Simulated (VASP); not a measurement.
# TiO2 (P4_2/mnm) in VASP: further runs, part 3 of 4

VASP 6.6.1. The steps go on from the part before.

## 5. Single point, PBE

This run uses another cell than the first one, of 10.19 Å³/atom.

File INCAR:

```
  PREC = Accurate
  ENCUT = 520
  EDIFF = 1E-6
  ISMEAR = 0
  SIGMA = 0.02
  LREAL = False
  LASPH = True
  NELM = 80
  ALGO = Normal
  ISIF = 2
  LWAVE = False
  LCHARG = False
  GGA = PE
  NBANDS = 33
```

File KPOINTS:

```
Automatic mesh
0
Gamma
  6 6 10
```

File POSCAR:

```
TiO2
1.0
    4.5611303208      0.0000000000      0.0000000000
    0.0000000000      4.5611303208      0.0000000000
    0.0000000000      0.0000000000      2.9397159934
Ti O
2 4
Direct
    0.5000000000      0.5000000000      0.0000000000
    0.0000000000      0.0000000000      0.5000000000
    0.6964062791      0.6964062791      0.5000000000
    0.8035937209      0.1964062791      0.0000000000
    0.1964062791      0.8035937209      0.0000000000
    0.3035937209      0.3035937209      0.5000000000
```

Potentials or basis: VASP PAW PBE potentials, release 64 (Ti_sv, O).

On the command line:

```sh
> cat potpaw_PBE.64/Ti_sv/POTCAR potpaw_PBE.64/O/POTCAR > POTCAR
> mpirun -np 1 vasp_std > vasp.out
```

OUTCAR:

```text
PREC = Accurate
   ENCUT = 520
   EDIFF = 1E-6
   ISMEAR = 0
   LREAL = False
   LASPH = True
   NELM = 80
   ISIF = 2
   GGA = PE

 ion  position               nearest neighbor table
   1  0.500  0.500  0.000-   3 1.94   6 1.94   3 1.94   6 1.94   5 1.96   4 1.96
   2  0.000  0.000  0.500-   4 1.94   5 1.94   4 1.94   5 1.94   3 1.96   6 1.96
   3  0.696  0.696  0.500-   1 1.94   1 1.94   2 1.96
   4  0.804  0.196  0.000-   2 1.94   2 1.94   1 1.96
   5  0.196  0.804  0.000-   2 1.94   2 1.94   1 1.96
   6  0.304  0.304  0.500-   1 1.94   1 1.94   2 1.96

  LATTYP: Found a simple tetragonal cell.
 ALAT       =     4.5611303208
 C/A-ratio  =     0.6445147993

  Lattice vectors:

 A1 = (   4.5611303208,   0.0000000000,   0.0000000000)
 A2 = (   0.0000000000,   4.5611303208,   0.0000000000)
 A3 = (   0.0000000000,   0.0000000000,   2.9397159934)

Analysis of symmetry for initial positions (statically):
=====================================================================
 Subroutine PRICEL returns:
 Original cell was already a primitive cell.

 Routine SETGRP: Setting up the symmetry group for a
 simple tetragonal supercell.

 Subroutine GETGRP returns: Found 16 space group operations
 (whereof  8 operations were pure point group operations)
 out of a pool of 16 trial point group operations.

The static configuration has the point symmetry D_2h.
 The point group associated with its full space group is D_4h.

Analysis of symmetry for dynamics (positions and initial velocities):
=====================================================================
 Subroutine PRICEL returns:
 Original cell was already a primitive cell.

 Routine SETGRP: Setting up the symmetry group for a
 simple tetragonal supercell.

 Subroutine GETGRP returns: Found 16 space group operations
 (whereof  8 operations were pure point group operations)
 out of a pool of 16 trial point group operations.

The dynamic configuration has the point symmetry D_2h.
 The point group associated with its full space group is D_4h.

 Subroutine INISYM returns: Found 16 space group operations
 (whereof  8 operations are pure point group operations),
 and found     1 'primitive' translations

----------------------------------------------------------------------------------------

                                     Primitive cell

  volume of cell :      61.1576

  direct lattice vectors                    reciprocal lattice vectors
     4.561130321  0.000000000  0.000000000     0.219243900  0.000000000  0.000000000
     0.000000000  4.561130321  0.000000000     0.000000000  0.219243900  0.000000000
     0.000000000  0.000000000  2.939715993     0.000000000  0.000000000  0.340168915

  length of vectors
     4.561130321  4.561130321  2.939715993     0.219243900  0.219243900  0.340168915

  position of ions in fractional coordinates (direct lattice)
     0.500000000  0.500000000  0.000000000
     0.000000000  0.000000000  0.500000000
     0.696406279  0.696406279  0.500000000
     0.803593721  0.196406279  0.000000000
     0.196406279  0.803593721  0.000000000
     0.303593721  0.303593721  0.500000000

  ion indices of the primitive-cell ions
   primitive index   ion index
[... 35 lines left out ...]
  0.000000  0.000000  0.000000      1.000000
  0.166667  0.000000  0.000000      4.000000
  0.333333  0.000000  0.000000      4.000000
  0.500000  0.000000  0.000000      2.000000
  0.166667  0.166667  0.000000      4.000000
  0.333333  0.166667  0.000000      8.000000
[... 16 lines left out ...]
  0.333333  0.000000  0.200000      8.000000
  0.500000  0.000000  0.200000      4.000000
 [... further k-points ...]
   k-points           NKPTS =     60   k-points in BZ     NKDIM =     60   number of bands    NBANDS=     33
   number of dos      NEDOS =    301   number of ions     NIONS =      6
   total plane-waves  NPLWV =  31104
   dimension x,y,z NGX =    36 NGY =   36 NGZ =   24
   dimension x,y,z NGXF=    72 NGYF=   72 NGZF=   48
   ions per type =               2   4
   NGX,Y,Z   is equivalent  to a cutoff of  13.12, 13.12, 13.57 a.u.
   NGXF,Y,Z  is equivalent  to a cutoff of  26.24, 26.24, 27.14 a.u.
 SYSTEM =  unknown system
   PREC   = accura    normal or accurate (medium, high low for compatibility)
   ISTART =      0    job   : 0-new  1-cont  2-samecut
   ICHARG =      2    charge: 1-file 2-atom 10-const
   ISPIN  =      1    spin polarized calculation?
   LNONCOLLINEAR =      F non collinear calculations
   LSORBIT =      F    spin-orbit coupling
   LASPH  =      T    aspherical Exc in radial PAW
   ENCUT  =  520.0 eV  38.22 Ry    6.18 a.u.   8.48  8.48  5.47*2*pi/ulx,y,z
   NELM   =     80;   NELMIN=  2; NELMDL= -5     # of ELM steps
   EDIFF  = 0.1E-05   stopping-criterion for ELM
   LREAL  =      F    real-space projection
   EDIFFG = 0.1E-04   stopping-criterion for IOM
   NSW    =      0    number of steps for IOM
   IBRION =     -1    ionic relax: 0-MD 1-quasi-New 2-CG
   NFREE  =      0    steps in history (QN), initial steepest desc. (CG)
   ISIF   =      2    stress and relaxation
   ISYM   =      2    0-nonsym 1-usesym 2-fastsym
   POTIM  = 0.5000    time-step for ionic-motion
   TEBEG  =    0.0;   TEEND  =   0.0 temperature during run
   PSTRESS=    0.0 pullay stress
   NELECT =      48.0000    total number of electrons
   NUPDOWN=      -1.0000    fix difference up-down
   EMIN   =  10.00;   EMAX   =-10.00  energy-range for DOS
   EFERMI =   0.00;   METHOD = LEGACY
   ISMEAR =     0;   SIGMA  =   0.02  broadening in eV -4-tet -1-fermi 0-gaus
   EFERMI_NEDOS =   21; number of points for ismear=-14 and -15
   IALGO  =     38    algorithm
   IMIX   =      4    mixing-type and parameters
     AMIX     =   0.40;   BMIX     =  1.00
     AMIX_MAG =   1.60;   BMIX_MAG =  1.00
  volume/ion in A,a.u.               =      10.19        68.79
  Fermi-wavevector in a.u.,A,eV,Ry     =   1.510098  2.853671 31.026671  2.280396
  Thomas-Fermi vector in A             =   2.620333
   LORBIT       =      0    0 simple, 1 ext, 2 COOP (PROOUT), +10 PAW based schemes
   GGA     = PE    functional components
   LHFCALC =     F    Hartree Fock is set to
   AEXX    =    0.0000 exact exchange contribution
   IVDW    =     0    specifies the selected vdW correction
   LEPSILON=     F    determine dielectric tensor
   LRPA    =     F    only Hartree local field effects (RPA)
 non-spin polarized calculation
 Gauss-broadening in eV      SIGMA  =   0.02
  energy-cutoff  :      520.00
  volume of cell :       61.16
 maximum number of plane-waves:      1664
 NGX is ok and might be reduce to    36
   NGX = 17   NGY = 17   NGZ = 11

 number of electron      48.0000006 magnetization

 Free energy of the ion-electron system (eV)
  ---------------------------------------------------
  ext. energy  EPLUGINS =         0.00000000
  ---------------------------------------------------
  free energy    TOTEN  =       -53.57979470 eV

  energy without entropy =      -53.57979470  energy(sigma->0) =      -53.57979470

 E-fermi :   5.2927     XC(G=0): -11.5257

 val. band max:        5.0930020895   @ k =   0.0000   0.0000   0.0000
 cond. band min:       6.9582485979   @ k =   0.0000   0.0000   0.0000
 fundamental gap:      1.8652465084
 Fermi energy:         5.2927215564

 k-point     1 :       0.0000    0.0000    0.0000
  band No.  band energies     occupation
      1     -51.7910      2.00000
      2     -51.7717      2.00000
      3     -28.1191      2.00000
      4     -28.1191      2.00000
      5     -27.9399      2.00000
      6     -27.9399      2.00000
[... 853 lines left out ...]
     32      10.5306      0.00000
     33      11.7490      0.00000

 [... further k-points ...]

------------------------ aborting loop because EDIFF is reached ----------------------------------------

  FORCE on cell =-STRESS in cart. coord.  units (eV):
  Direction    XX          YY          ZZ          XY          YZ          ZX
  --------------------------------------------------------------------------------------
  -------------------------------------------------------------------------------------
  Total        4.0444923      4.0444923      4.1591190      0.0000000      0.0000000      0.0000000
  in kB      105.9556827    105.9556827    108.9586182      0.0000000      0.0000000      0.0000000
  external PRESSURE =     106.9566612 kB  Pullay stress =       0.0000000 kB

 VOLUME and BASIS-vectors are now :
 -----------------------------------------------------------------------------
  energy-cutoff  :      520.00
  volume of cell :       61.16
      direct lattice vectors                 reciprocal lattice vectors
     4.561130321  0.000000000  0.000000000     0.219243900  0.000000000  0.000000000
     0.000000000  4.561130321  0.000000000     0.000000000  0.219243900  0.000000000
     0.000000000  0.000000000  2.939715993     0.000000000  0.000000000  0.340168915

 POSITION                                       TOTAL-FORCE (eV/Angst)
 -----------------------------------------------------------------------------------
      2.28057      2.28057      0.00000         0.000000      0.000000     -0.000000
      0.00000      0.00000      1.46986         0.000000      0.000000     -0.000000
      3.17640      3.17640      1.46986         0.018615      0.018615      0.000000
      3.66530      0.89583      0.00000        -0.018615      0.018615      0.000000
      0.89583      3.66530      0.00000         0.018615     -0.018615     -0.000000
      1.38473      1.38473      1.46986        -0.018615     -0.018615     -0.000000
 -----------------------------------------------------------------------------------
    total drift:                                0.000000      0.000000      0.000000

  FREE ENERGIE OF THE ION-ELECTRON SYSTEM (eV)
  ---------------------------------------------------
  free  energy   TOTEN  =       -53.5797946953 eV

  energy  without entropy=      -53.5797946953  energy(sigma->0) =      -53.57979470
```

OSZICAR:

```text
N       E                     dE             d eps       ncg     rms          rms(c)
DAV:   1     0.666415063280E+03    0.66642E+03   -0.24521E+04  3960   0.174E+03
DAV:   2     0.304619070058E+02   -0.63595E+03   -0.58800E+03  4270   0.523E+02
DAV:   3    -0.649756840743E+02   -0.95438E+02   -0.93757E+02  5423   0.192E+02
DAV:   4    -0.706624870271E+02   -0.56868E+01   -0.56754E+01  5834   0.437E+01
DAV:   5    -0.708937218155E+02   -0.23123E+00   -0.23122E+00  5239   0.708E+00    0.321E+01
DAV:   6    -0.537939363414E+02    0.17100E+02   -0.73529E+01  5184   0.894E+01    0.107E+01
DAV:   7    -0.538091537822E+02   -0.15217E-01   -0.12726E+01  4920   0.320E+01    0.946E+00
DAV:   8    -0.536866690491E+02    0.12248E+00   -0.43762E-01  4973   0.532E+00    0.733E+00
DAV:   9    -0.536978561872E+02   -0.11187E-01   -0.10894E+00  5060   0.124E+01    0.310E+00
DAV:  10    -0.535885330215E+02    0.10932E+00   -0.50247E-01  4919   0.721E+00    0.901E-01
DAV:  11    -0.535810816724E+02    0.74513E-02   -0.25282E-02  5136   0.121E+00    0.470E-01
DAV:  12    -0.535801493888E+02    0.93228E-03   -0.59675E-03  4510   0.730E-01    0.145E-01
DAV:  13    -0.535798094762E+02    0.33991E-03   -0.85445E-04  5453   0.282E-01    0.387E-02
DAV:  14    -0.535798068318E+02    0.26444E-05   -0.49193E-05  4925   0.635E-02    0.310E-02
DAV:  15    -0.535797945220E+02    0.12310E-04   -0.52195E-05  5481   0.661E-02    0.542E-03
DAV:  16    -0.535797946953E+02   -0.17321E-06   -0.51836E-06  3943   0.197E-02
   1 F= -.53579795E+02 E0= -.53579795E+02  d E =-.154331E-47
```

stdout:

```text
POSCAR found type information on POSCAR TiO
 POSCAR found :  2 types and       6 ions
 scaLAPACK will be used
 LDA part: xc-table for (Slater+PW92), standard interpolation
 POSCAR, INCAR and KPOINTS ok, starting setup
 FFT: planning ... GRIDC
 FFT: planning ... GRID_SOFT
 FFT: planning ... GRID
 WAVECAR not read
 entering main loop
```

Run time: 2.9 min. Hardware: 1 thread of Intel Xeon 8259CL, shared host; peak memory 0.23 GiB.

What came out:

```yaml
Free_energy: -53.5798 eV
Pressure: 10.7 GPa
Largest_force: 0.026 eV/Å
Band_gap_on_the_k_mesh: 1.87 eV
```

Forces on the atoms (eV/Å):
```
Ti   0.000  0.000  0.000
Ti   0.000  0.000  0.000
O    0.019  0.019  0.000
O   -0.019  0.019  0.000
O    0.019 -0.019  0.000
O   -0.019 -0.019  0.000
```

Stress tensor (GPa, compression positive):
```
10.60  0.00  0.00
 0.00 10.60  0.00
 0.00  0.00 10.90
```

Caveat: the cell stands under pressure. A k mesh can miss the band edges.

[end of part 3 of 4]
